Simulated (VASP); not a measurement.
Here is a VASP 6.6.1 calculation.

The input INCAR:

```
SYSTEM = BaTiO3
ALGO = Normal
EDIFF = 1E-8
ENCUT = 1000
GGA = PE
GGA_COMPAT = .FALSE.
ISIF = 2
ISMEAR = -1
LASPH = .TRUE.
LCHARG = .FALSE.
LEFG = .TRUE.
LREAL = .FALSE.
LWAVE = .FALSE.
NBANDS = 28
NELM = 120
PREC = Accurate
SIGMA = 0.08
```

KPOINTS

```
k-points
0
G
  7 7 7
  0 0 0
```

POSCAR

```
BaTiO3
1.0
    3.9998000000      0.0199990000      0.0199990000
    0.0199990000      3.9998000000      0.0199990000
    0.0200900000      0.0200900000      4.0180000000
Ba Ti O
1 1 3
Direct
    0.0000000000      0.0000000000      0.0000000000
    0.5000000000      0.5000000000      0.4820000000
    0.5000000000      0.5000000000      0.0160000000
    0.5000000000      0.0000000000      0.5150000000
    0.0000000000      0.5000000000      0.5150000000
```

Potentials or basis: VASP PAW PBE potentials, release 64 (Ba_sv, Ti_sv, O_h).

Command:

```console
$ cat potpaw_PBE.64/Ba_sv/POTCAR potpaw_PBE.64/Ti_sv/POTCAR potpaw_PBE.64/O_h/POTCAR > POTCAR
$ mpirun -np 1 vasp_std > vasp.out
```

Q: Estimate the largest force.

A: 0.327 eV/Å.

Q: What does it give for the band gap on the k mesh?

A: 1.87 eV (least direct gap 2.07 eV).

Q: Predict the pressure.

A: 4.5 GPa.

Stress tensor (GPa, compression positive):
```
 4.01 -1.31 -1.19
-1.31  4.01 -1.19
-1.19 -1.19  5.55
```

Caveat: the cell differs from its parent crystal (equal xy, yz and zx shear strains of +1 %); the cell stands under pressure; without QUAD_EFG the Cq values of the log hold for a quadrupole moment of 1 mb, not for the nuclei; spin-orbit coupling is left out, which moves the levels of the heavy elements. A k mesh can miss the band edges.
